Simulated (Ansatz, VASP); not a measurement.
# Pb in VASP and in Ansatz

The input INCAR:

```
SYSTEM = Pb
ALGO     = Normal         ! electronic algorithm
EDIFF    = 1E-6           ! SCF threshold, eV
ENCUT    = 520            ! plane-wave cutoff, eV
GGA      = CA             ! functional
ISIF     = 2              ! what is computed and relaxed
ISMEAR   = -1             ! smearing method
LASPH    = .TRUE.         ! aspherical terms in the spheres
LCHARG   = .FALSE.        ! write CHGCAR
LREAL    = .FALSE.        ! projectors in reciprocal space
LWAVE    = .FALSE.        ! write WAVECAR
NBANDS   = 13             ! bands
NELM     = 80             ! most SCF steps
PREC     = Accurate       ! precision mode
SIGMA    = 0.08           ! smearing width, eV
```

The input KPOINTS:

```
k-points
0
G
  13 13 13
  0 0 0
```

POSCAR

```
Pb
1.0
    0.0000000000      2.4364202325      2.4364202325
    2.4364202325      0.0000000000      2.4364202325
    2.4364202325      2.4364202325      0.0000000000
Pb
1
Direct
    0.0000000000      0.0000000000      0.0000000000
```

Input for Ansatz:

```yaml
crystal:
  lattice:
    - [0.0, 2.4364202325, 2.4364202325]
    - [2.4364202325, 0.0, 2.4364202325]
    - [2.4364202325, 2.4364202325, 0.0]
  atoms:
    - { symbol: Pb, position: [0.0, 0.0, 0.0] }
kpoints:
  mp_grid: { grid: [13, 13, 13] }
scf:
  occupations: { method: fermi_dirac, width: 0.08 }
hamiltonian:
  xc: lda
  pseudopotentials: { kind: all_electron, lapw: { basis_error: 0.00025 } }
output:
  forces: true
  stress: true
  eigenvalues: true
```

Change from the starting cell: functional lda, volume scaled by 0.96.

Alike in both runs: task single point; functional LDA; k mesh 13 × 13 × 13; occupations fermi-dirac, width 0.08 eV; no spin polarisation.

|  | VASP | Ansatz |
| --- | --- | --- |
| version | VASP 6.6.1 | Ansatz 0.2.0 |
| potentials or method | VASP PAW LDA potentials, release 64 (Pb_d), cutoff 520 eV | all-electron LAPW, scalar-relativistic |

Ansatz gave:

```
pressure (GPa) : 0.2
```

Task: What did VASP give for the same quantities?

Result: Pressure (GPa): 0.3.

LDA's correlation is that of Perdew and Zunger in VASP and of Perdew and Wang (1992) in Ansatz. Ansatz ran all-electron here, and VASP with PAW potentials.

Spin-orbit coupling is off throughout.
